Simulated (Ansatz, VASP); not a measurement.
**W: VASP beside Ansatz**

```xyz
1
Lattice="0.0000 2.0300 2.0300 2.0300 0.0000 2.0300 2.0300 2.0300 0.0000" Properties=species:S:1:pos:R:3 pbc="T T T"
W     0.0000    0.0000    0.0000
```

Alike in both runs: task relaxation of cell and atoms; functional revPBE; dispersion D3(BJ); k mesh 11 × 11 × 11; occupations gaussian, width 0.1 eV; no spin polarisation.

|  | VASP | Ansatz |
| --- | --- | --- |
| version | VASP 6.6.1 | Ansatz 0.2.0 |
| potentials or method | VASP PAW PBE potentials, release 64 (W_sv), cutoff 500 eV | plane waves, PAW |
| valence electrons in the cell | 14 | 14 |

|  | VASP | Ansatz | Ansatz less VASP |
| --- | --- | --- | --- |
| relaxed volume (Å³/atom) | 15.95 | 15.92 | -0.028 |
| relaxed cell length with the largest relative difference (Å) | 2.825 | 2.824 | -0.0016 |

VASP's potentials were made for PBE, not for revPBE.

Spin-orbit coupling is off throughout.
